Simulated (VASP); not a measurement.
# Ge (P6_3/mmc) in VASP: a series of runs

Ge is run at these levels: RPBE; tasks: single point.

Everything below comes from runs of VASP 6.6.1. Logs are shortened: lines on timing, memory, paths and dates and some standing lists are left out, and cuts for length are marked.

### 1 The cell of the first run

It takes space group P6_3/mmc (No. 194, hexagonal). The conventional cell has a = 3.084 Å, b = 3.084 Å, c = 10.112 Å, α = 90.00°, β = 90.00°, γ = 120.00°. Within 4.1 Å of Ge (site symmetry -3m) lie 12 Ge at 3.08 to 3.09 Å. Within 4.1 Å of Ge (site symmetry -6m2) lie 12 Ge at 3.08 to 3.09 Å.

This isn't the form of Ge at room conditions, which is diamond.

### 2 Single point, RPBE (20.82 Å³/atom)

The input, INCAR:

```
SYSTEM = Ge
PREC     = Accurate       ! precision mode
ENCUT    = 520            ! plane-wave cutoff, eV
EDIFF    = 1E-7           ! SCF threshold, eV
ISMEAR   = -1             ! smearing method
SIGMA    = 0.1            ! smearing width, eV
LREAL    = .False.        ! projectors in reciprocal space
LASPH    = .True.         ! aspherical terms in the spheres
NELM     = 60             ! most SCF steps
ALGO     = Normal         ! electronic algorithm
ISIF     = 2              ! what is computed and relaxed
LWAVE    = .False.        ! write WAVECAR
LCHARG   = .True.         ! write CHGCAR
GGA      = RP             ! functional
LELF     = .True.         ! ELF
LVHAR    = .True.       
NBANDS   = 36             ! bands
```

The input, KPOINTS:

```
Automatic mesh
0
Gamma
  13 13 4
  0 0 0
```

The input, POSCAR:

```
Ge
1.0
    3.0837952317      0.0000000000      0.0000000000
   -1.5418976159      2.6706450107      0.0000000000
    0.0000000000      0.0000000000     10.1118033223
Ge
4
Direct
    0.0000000000      1.0000000000      1.0000000000
    0.0000000000      1.0000000000      0.5000000000
    0.3333333333      0.6666666667      0.2500000000
    0.6666666667      0.3333333333      0.7500000000
```

Potentials or basis: VASP PAW PBE potentials, release 64 (Ge_d).

Started as:

```sh
> cat potpaw_PBE.64/Ge_d/POTCAR > POTCAR
> mpirun -np 1 vasp_std > vasp.out
```

OUTCAR:

```text
SYSTEM = Ge
   PREC = Accurate
   ENCUT = 520
   EDIFF = 1E-7
   ISMEAR = -1
   LREAL = .False.
   LASPH = .True.
   NELM = 60
   ISIF = 2
   GGA = RP

 ion  position               nearest neighbor table
   1  0.000  0.000  0.000-
   2  0.000  0.000  0.500-
   3  0.333  0.667  0.250-
   4  0.667  0.333  0.750-

  LATTYP: Found a hexagonal cell.
 ALAT       =     3.0837952317
 C/A-ratio  =     3.2790125681

  Lattice vectors:

 A1 = (   3.0837952317,   0.0000000000,   0.0000000000)
 A2 = (  -1.5418976159,   2.6706450107,   0.0000000000)
 A3 = (   0.0000000000,   0.0000000000,  10.1118033223)

Analysis of symmetry for initial positions (statically):
=====================================================================
 Subroutine PRICEL returns:
 Original cell was already a primitive cell.

 Routine SETGRP: Setting up the symmetry group for a
 hexagonal supercell.

 Subroutine GETGRP returns: Found 24 space group operations
 (whereof 12 operations were pure point group operations)
 out of a pool of 24 trial point group operations.

The static configuration has the point symmetry D_3d.
 The point group associated with its full space group is D_6h.

Analysis of symmetry for dynamics (positions and initial velocities):
=====================================================================
 Subroutine PRICEL returns:
 Original cell was already a primitive cell.

 Routine SETGRP: Setting up the symmetry group for a
 hexagonal supercell.

 Subroutine GETGRP returns: Found 24 space group operations
 (whereof 12 operations were pure point group operations)
 out of a pool of 24 trial point group operations.

The dynamic configuration has the point symmetry D_3d.
 The point group associated with its full space group is D_6h.

 Subroutine INISYM returns: Found 24 space group operations
 (whereof 12 operations are pure point group operations),
 and found     1 'primitive' translations

----------------------------------------------------------------------------------------

                                     Primitive cell

  volume of cell :      83.2780

  direct lattice vectors                    reciprocal lattice vectors
     3.083795232  0.000000000  0.000000000     0.324275746  0.187220689  0.000000000
    -1.541897616  2.670645011  0.000000000     0.000000000  0.374441379  0.000000000
     0.000000000  0.000000000 10.111803322     0.000000000  0.000000000  0.098894329

  length of vectors
     3.083795232  3.083795232 10.111803322     0.374441379  0.374441379  0.098894329

  position of ions in fractional coordinates (direct lattice)
     0.000000000  0.000000000  0.000000000
     0.000000000  0.000000000  0.500000000
     0.333333333  0.666666667  0.250000000
     0.666666667  0.333333333  0.750000000

  ion indices of the primitive-cell ions
   primitive index   ion index
                 1           1
                 2           2
                 3           3
                 4           4

----------------------------------------------------------------------------------------

 KPOINTS: Automatic mesh

Automatic generation of k-mesh.
 Grid dimensions read from file:
 generate k-points for:   13   13    4

 Generating k-lattice:

  Cartesian coordinates                     Fractional coordinates (reciprocal lattice)
     0.024944288  0.014401591  0.000000000     0.076923077  0.000000000  0.000000000
     0.000000000  0.028803183  0.000000000     0.000000000  0.076923077  0.000000000
     0.000000000  0.000000000  0.024723582     0.000000000  0.000000000  0.250000000

  Length of vectors
     0.028803183  0.028803183  0.024723582

  Shift w.r.t. Gamma in fractional coordinates (k-lattice)
     0.000000000  0.000000000  0.000000000

 Subroutine IBZKPT returns following result:
 ===========================================

 Found     63 irreducible k-points:

 Following reciprocal coordinates:
            Coordinates               Weight
  0.000000  0.000000  0.000000      1.000000
  0.076923  0.000000  0.000000      6.000000
  0.153846  0.000000  0.000000      6.000000
  0.230769  0.000000  0.000000      6.000000
  0.307692  0.000000  0.000000      6.000000
  0.384615  0.000000  0.000000      6.000000
[... 16 lines left out ...]
  0.076923  0.000000  0.250000     12.000000
  0.153846  0.000000  0.250000     12.000000
 [... further k-points ...]
   k-points           NKPTS =     63   k-points in BZ     NKDIM =     63   number of bands    NBANDS=     36
   number of dos      NEDOS =    301   number of ions     NIONS =      4
   total plane-waves  NPLWV =  46080
   dimension x,y,z NGX =    24 NGY =   24 NGZ =   80
   dimension x,y,z NGXF=    48 NGYF=   48 NGZF=  160
   ions per type =               4
   NGX,Y,Z   is equivalent  to a cutoff of  12.94, 12.94, 13.15 a.u.
   NGXF,Y,Z  is equivalent  to a cutoff of  25.88, 25.88, 26.31 a.u.
 SYSTEM =  Ge
   PREC   = accura    normal or accurate (medium, high low for compatibility)
   ISTART =      0    job   : 0-new  1-cont  2-samecut
   ICHARG =      2    charge: 1-file 2-atom 10-const
   ISPIN  =      1    spin polarized calculation?
   LNONCOLLINEAR =      F non collinear calculations
   LSORBIT =      F    spin-orbit coupling
   LASPH  =      T    aspherical Exc in radial PAW
   ENCUT  =  520.0 eV  38.22 Ry    6.18 a.u.   5.73  5.73 18.80*2*pi/ulx,y,z
   NELM   =     60;   NELMIN=  2; NELMDL= -5     # of ELM steps
   EDIFF  = 0.1E-06   stopping-criterion for ELM
   LREAL  =      F    real-space projection
   EDIFFG = 0.1E-05   stopping-criterion for IOM
   NSW    =      0    number of steps for IOM
   IBRION =     -1    ionic relax: 0-MD 1-quasi-New 2-CG
   NFREE  =      0    steps in history (QN), initial steepest desc. (CG)
   ISIF   =      2    stress and relaxation
   ISYM   =      2    0-nonsym 1-usesym 2-fastsym
   POTIM  = 0.5000    time-step for ionic-motion
   TEBEG  =    0.0;   TEEND  =   0.0 temperature during run
   PSTRESS=    0.0 pullay stress
   NELECT =      56.0000    total number of electrons
   NUPDOWN=      -1.0000    fix difference up-down
   EMIN   =  10.00;   EMAX   =-10.00  energy-range for DOS
   EFERMI =   0.00;   METHOD = LEGACY
   ISMEAR =    -1;   SIGMA  =   0.10  broadening in eV -4-tet -1-fermi 0-gaus
   EFERMI_NEDOS =   21; number of points for ismear=-14 and -15
   IALGO  =     38    algorithm
   IMIX   =      4    mixing-type and parameters
     AMIX     =   0.40;   BMIX     =  1.00
     AMIX_MAG =   1.60;   BMIX_MAG =  1.00
  volume/ion in A,a.u.               =      20.82       140.50
  Fermi-wavevector in a.u.,A,eV,Ry     =   1.434258  2.710355 27.988506  2.057097
  Thomas-Fermi vector in A             =   2.553687
   LORBIT       =      0    0 simple, 1 ext, 2 COOP (PROOUT), +10 PAW based schemes
   GGA     = RP    functional components
   LHFCALC =     F    Hartree Fock is set to
   AEXX    =    0.0000 exact exchange contribution
   IVDW    =     0    specifies the selected vdW correction
   LEPSILON=     F    determine dielectric tensor
   LRPA    =     F    only Hartree local field effects (RPA)
 non-spin polarized calculation
  energy-cutoff  :      520.00
  volume of cell :       83.28
 maximum number of plane-waves:      2260
 NGX is ok and might be reduce to    24
   NGX = 11   NGY = 11   NGZ = 37

 number of electron      55.9999909 magnetization

 Free energy of the ion-electron system (eV)
  ---------------------------------------------------
  ext. energy  EPLUGINS =         0.00000000
  ---------------------------------------------------
  free energy    TOTEN  =       -15.31019737 eV

  energy without entropy =      -15.25581835  energy(sigma->0) =      -15.28300786

 E-fermi :   5.9621     XC(G=0): -10.7121

 val. band max:        5.9343405750   @ k =   0.3846   0.1538   0.5000
 cond. band min:       5.9688600832   @ k =   0.3077   0.0000   0.2500
 fundamental gap:      0.0345195082
 Fermi energy:         5.9620789546

 k-point     1 :       0.0000    0.0000    0.0000
  band No.  band energies     occupation
      1     -18.8918      2.00000
      2     -18.8911      2.00000
      3     -18.8899      2.00000
      4     -18.8899      2.00000
      5     -18.8853      2.00000
      6     -18.8853      2.00000
[... 28 lines left out ...]
     35      13.9471      0.00000
     36      14.0040      0.00000

 k-point     2 :       0.0769    0.0000    0.0000
  band No.  band energies     occupation
      1     -18.8927      2.00000
      2     -18.8909      2.00000
      3     -18.8886      2.00000
      4     -18.8864      2.00000
      5     -18.8863      2.00000
      6     -18.8841      2.00000
[... 28 lines left out ...]
     35      13.8670      0.00000
     36      14.0178      0.00000

 k-point     3 :       0.1538    0.0000    0.0000
  band No.  band energies     occupation
      1     -18.8977      2.00000
      2     -18.8948      2.00000
      3     -18.8871      2.00000
      4     -18.8855      2.00000
      5     -18.8805      2.00000
      6     -18.8765      2.00000
[... 28 lines left out ...]
     35      13.3690      0.00000
     36      13.8395      0.00000

 k-point     4 :       0.2308    0.0000    0.0000
  band No.  band energies     occupation
      1     -18.9057      2.00000
      2     -18.8994      2.00000
      3     -18.8922      2.00000
      4     -18.8839      2.00000
      5     -18.8799      2.00000
      6     -18.8759      2.00000
[... 28 lines left out ...]
     35      12.3617      0.00000
     36      13.3487      0.00000

 k-point     5 :       0.3077    0.0000    0.0000
  band No.  band energies     occupation
      1     -18.9139      2.00000
      2     -18.9037      2.00000
      3     -18.8984      2.00000
      4     -18.8863      2.00000
      5     -18.8851      2.00000
      6     -18.8778      2.00000
[... 655 lines left out ...]
 k-point    22 :       0.0000    0.0000    0.2500
  band No.  band energies     occupation
      1     -18.8917      2.00000
      2     -18.8913      2.00000
      3     -18.8893      2.00000
      4     -18.8893      2.00000
      5     -18.8861      2.00000
      6     -18.8861      2.00000
[... 28 lines left out ...]
     35      13.8548      0.00000
     36      13.8548      0.00000

 k-point    23 :       0.0769    0.0000    0.2500
  band No.  band energies     occupation
      1     -18.8925      2.00000
      2     -18.8913      2.00000
      3     -18.8885      2.00000
      4     -18.8869      2.00000
      5     -18.8858      2.00000
      6     -18.8826      2.00000
[... 28 lines left out ...]
     35      13.2892      0.00000
     36      13.8948      0.00000

 k-point    24 :       0.1538    0.0000    0.2500
  band No.  band energies     occupation
      1     -18.8975      2.00000
      2     -18.8955      2.00000
      3     -18.8873      2.00000
      4     -18.8843      2.00000
      5     -18.8807      2.00000
      6     -18.8764      2.00000
[... 28 lines left out ...]
     35      12.9396      0.00000
     36      13.6413      0.00000

 [... further k-points ...]
[... 5 lines left out ...]
  --------------------------------------------------------------------------------------
  -------------------------------------------------------------------------------------
  Total       -1.3672442     -1.3672442     -0.7140183      0.0000000     -0.0000000      0.0000000
  in kB      -26.3042762    -26.3042762    -13.7369269      0.0000000     -0.0000000      0.0000000
  external PRESSURE =     -22.1151598 kB  Pullay stress =       0.0000000 kB

 VOLUME and BASIS-vectors are now :
 -----------------------------------------------------------------------------
  energy-cutoff  :      520.00
  volume of cell :       83.28
      direct lattice vectors                 reciprocal lattice vectors
     3.083795232  0.000000000  0.000000000     0.324275746  0.187220689  0.000000000
    -1.541897616  2.670645011  0.000000000     0.000000000  0.374441379  0.000000000
     0.000000000  0.000000000 10.111803322     0.000000000  0.000000000  0.098894329

 POSITION                                       TOTAL-FORCE (eV/Angst)
 -----------------------------------------------------------------------------------
      0.00000      0.00000      0.00000         0.000000      0.000000      0.000000
      0.00000      0.00000      5.05590         0.000000      0.000000      0.000000
     -0.00000      1.78043      2.52795        -0.000000     -0.000000      0.000000
      1.54190      0.89022      7.58385         0.000000      0.000000     -0.000000
 -----------------------------------------------------------------------------------
    total drift:                               -0.000000      0.000000     -0.000000

  FREE ENERGIE OF THE ION-ELECTRON SYSTEM (eV)
  ---------------------------------------------------
  free  energy   TOTEN  =       -15.3101973728 eV

  energy  without entropy=      -15.2558183502  energy(sigma->0) =      -15.28300786
```

It took 5 min on 1 thread of Intel Xeon 8259CL, shared host; peak memory 0.28 GiB.

What came out:

```
Free energy            : -15.3102 eV
Pressure               : -2.2 GPa
Band gap on the k mesh : zero (bands 28 and 29 overlap by 8.47 eV)
```

Caveat: the PAW data sets were made with another functional, which shifts forces and pressure a little.

[end of part 1 of 2]
